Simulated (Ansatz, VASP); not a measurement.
# TiO2: VASP beside Ansatz

```
CELL_PARAMETERS angstrom
1.43385 0.82783 5.60010
-1.43385 0.82783 5.60010
0.00000 -1.65567 5.60010
ATOMIC_POSITIONS crystal
Ti 0.00000 0.00000 0.00000
O 0.60176 0.60176 0.60176
O 0.39824 0.39824 0.39824
```

Alike in both runs: task single point; functional PBE; dispersion D3(BJ); k mesh 9 × 9 × 9; occupations gaussian, width 0.05 eV; no spin polarisation; Hubbard terms Ti d U = 4.0 eV.

|  | VASP | Ansatz |
| --- | --- | --- |
| version | VASP 6.6.1 | Ansatz 0.2.0 |
| potentials or method | VASP PAW PBE potentials, release 64 (Ti_sv, O), cutoff 520 eV | scalar-relativistic, plane waves, PAW |
| valence electrons in the cell | 24 | 24 |

```csv
,VASP,Ansatz,Ansatz less VASP
gap on the k mesh at the Fermi level (eV),3.01,2.94,-0.070
least direct gap on the mesh (eV),3.42,3.31,-0.110
pressure (GPa),7.2,3.4,-3.76
"traceless stress, the component that is largest in VASP (GPa)",-19.15,-19.06,+0.092
rms of the force components (eV/Å),0.539,0.744,+0.2051
```

The programs project onto different local orbitals, so the same U acts differently, and such runs can settle in different states. Atom by atom the forces differ by 0.205 eV/Å (rms over components).
